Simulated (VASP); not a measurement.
Crystal: Mo.

```
Mo
1.0
     0.00000    2.76083    2.76083
     2.76083    0.00000    2.76083
     2.76083    2.76083    0.00000
Mo
2
Direct
  0.12500 0.12500 0.12500
  0.87500 0.87500 0.87500
```

This isn't the form of Mo at room conditions, which is bcc.

```yaml
Program: VASP 6.6.1
Task: relaxation of cell and atoms
Functional: RPBE
Potentials_or_basis: VASP PAW PBE potentials, release 64 (Mo_sv)
Cutoff: 600 eV
k_mesh: 10 × 10 × 10
Occupations: fermi-dirac, width 0.1 eV
Spin: no spin polarisation
```

At the start: pressure 14.3 GPa; volume 21.04 Å³/atom.

Task: How do energy, volume and symmetry change on relaxing?

Result: Over 19 steps the energy falls by 102.0 meV/atom and the volume is 23.56 Å³/atom (+11.9 %); space group Fd-3m (No. 227, to 0.1 Å) before and after.

The path:
```
step  energy change (eV)  largest force (eV/Å)  pressure (GPa)  volume (Å³)
   1              0.0000                0.0000           14.30        42.09
   2              0.0823                0.0000          -10.88        54.59
   3             -0.2039                0.0000           -0.36        47.31
   4             -0.2041                0.0000           -0.13        47.16
   5             -0.2040                0.0000            0.12        47.05
   6             -0.2040                0.0000            0.19        47.05
   7             -0.2040                0.0000            0.17        47.05
   8             -0.2040                0.0000            0.17        47.05
   9             -0.2040                0.0000            0.17        47.05
  10             -0.2040                0.0000            0.17        47.05
  11             -0.2040                0.0000            0.17        47.05
  12             -0.2040                0.0000            0.17        47.05
  13             -0.2040                0.0000            0.18        47.05
  14             -0.2040                0.0000            0.18        47.06
  15             -0.2040                0.0000            0.19        47.06
  16             -0.2040                0.0000            0.16        47.06
  17             -0.2040                0.0000            0.15        47.07
  18             -0.2040                0.0000            0.11        47.08
  19             -0.2041                0.0000            0.06        47.11
```

Final structure:
```cif
data_structure
_symmetry_space_group_name_H-M 'P 1'
_symmetry_Int_Tables_number 1
_cell_length_a 4.0540
_cell_length_b 4.0540
_cell_length_c 4.0540
_cell_angle_alpha 60.000
_cell_angle_beta 60.000
_cell_angle_gamma 60.000
_cell_volume 47.11
loop_
_atom_site_label
_atom_site_type_symbol
_atom_site_fract_x
_atom_site_fract_y
_atom_site_fract_z
_atom_site_occupancy
Mo1 Mo 0.12500 0.12500 0.12500 1
Mo2 Mo 0.87500 0.87500 0.87500 1
```

Caveat: the PAW data sets were made with another functional, which shifts forces and pressure a little.
